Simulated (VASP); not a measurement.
In: single point with LDA

In:

```xyz
1
Lattice="-1.6587 1.6587 2.4739 1.6587 -1.6587 2.4739 1.6587 1.6587 -2.4739" Properties=species:S:1:pos:R:3 pbc="T T T"
In    0.0000    0.0000    0.0000
```

This cell differs from its parent crystal: equal xx and yy strain of +2 %.

* Program: VASP 6.6.1
* Task: single point
* Functional: LDA
* Potentials or basis: VASP PAW LDA potentials, release 64 (In_d)
* Cutoff: 520 eV
* k mesh: 14 × 14 × 14
* Occupations: fermi-dirac, width 0.05 eV
* Spin: no spin polarisation
* Dipole correction: no
* Further INCAR settings: ALGO = Normal; EDIFF = 1e-06; NBANDS = 12

```
Pressure : -4.0 GPa
```

Stress tensor (GPa, compression positive):
```
-4.18  0.00  0.00
 0.00 -4.18  0.00
 0.00  0.00 -3.54
```

Levels at points of the mesh, in eV from the Fermi level:
```tsv
k point	band 2	band 3	band 4	band 5	band 6	band 7	band 8	band 9	band 10	band 11
(0.00, 0.00, 0.00)	-14.51	-14.51	-14.41	-14.34	-9.31	10.05	10.05	10.16	11.56	13.65
(0.50, 0.00, 0.00)	-14.55	-14.49	-14.24	-14.22	-4.37	-3.20	7.43	8.52	10.98	11.51
(0.50, 0.50, 0.00)	-14.64	-14.25	-14.22	-14.16	-1.97	-1.92	3.51	3.82	6.96	7.36
(0.50, 0.50, 0.50)	-14.64	-14.24	-14.20	-14.20	-2.85	-2.42	4.36	4.36	7.79	7.95
```

Wall time 83 s on 1 thread of AMD EPYC 7R43 64-Core Processor (Zen 3), on a shared host, peak memory 0.16 GiB.

Caveat: the cell differs from its parent crystal (equal xx and yy strain of +2 %); spin-orbit coupling is left out, which moves the levels of the heavy elements.
